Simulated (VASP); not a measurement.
Runs of VASP 6.6.1 on Al3InAs4. The structure is that of space group P-43m (No. 215), or close to it. The cells are those of the table. 

```tsv
cell	k mesh	smearing	gap on the mesh (eV)	pressure (GPa)	largest force (eV/Å)
a = 5.835 Å, 8 atoms	2 × 2 × 2	gaussian 0.1 eV	1.15	0.2	0.05
a = 5.893 Å, 8 atoms	6 × 6 × 6	gaussian 0.02 eV	(b)	-1.6	0.01
a = 5.835 Å, 8 atoms	6 × 6 × 6	gaussian 0.02 eV	(c)	(a)	0.01
a = 5.777 Å, 8 atoms	6 × 6 × 6	gaussian 0.02 eV	1.38	2.2	-
a = 5.592 Å, 8 atoms	6 × 6 × 6	gaussian 0.02 eV	1.50	10.8	0.01
```

Alike in all rows: task single point; level PBE; potentials or basis VASP PAW PBE potentials, release 64 (Al, In_d, As); no spin polarisation; cutoff (eV) 520.

Estimate the missing entries.

(a) 0.1; (b) 0.96; (c) 1.16.

Caveats: some runs use coarse meshes; spin-orbit coupling is left out, which moves the levels of the heavy elements.

A k mesh can miss the band edges, and the runs leave out spin-orbit coupling on As, In.
